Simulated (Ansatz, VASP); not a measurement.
Two plane-wave programs on MgO

```
CELL_PARAMETERS angstrom
4.30299 0.00515 0.05883
-0.00515 -4.35549 -0.08982
-0.05883 -0.08982 -4.27872
ATOMIC_POSITIONS crystal
Mg 0.92535 0.97880 0.94925
Mg 0.56051 0.53480 0.03744
Mg 0.50603 0.09708 0.48798
Mg 0.01986 0.53164 0.51371
O 0.43294 0.99998 0.00758
O 0.03601 0.47068 0.02451
O 0.89332 0.89610 0.39986
O 0.62598 0.49090 0.57969
```

Change from the starting cell: all atoms moved at random (sigma 0.22 Å a component), cell strained at random (sigma 0.03).

Alike in both runs: task single point; functional PBE; k mesh 6 × 6 × 6; occupations gaussian, width 0.05 eV; no spin polarisation.

```csv
,VASP,Ansatz
version,VASP 6.6.1,Ansatz 0.2.0
potentials or method,"VASP PAW PBE potentials, release 64 (Mg, O), cutoff 520 eV","scalar-relativistic, plane waves, PAW"
valence electrons in the cell,32,64
```

```tsv
	VASP	Ansatz	Ansatz less VASP
gap on the k mesh at the Fermi level (eV)	1.97	2.00	+0.032
least direct gap on the mesh (eV)	2.09	2.12	+0.033
pressure (GPa)	15.7	16.0	+0.26
traceless stress, the component that is largest in VASP (GPa)	-17.67	-17.34	+0.333
rms of the force components (eV/Å)	2.386	2.348	-0.0385
```

Atom by atom the forces differ by 0.045 eV/Å (rms over components). The functional is the same, so the differences come from potentials, cutoffs and numerics. VASP's potentials hold 32 valence electrons a cell and Ansatz's 64, so a difference there can come from the potentials and not from the codes.
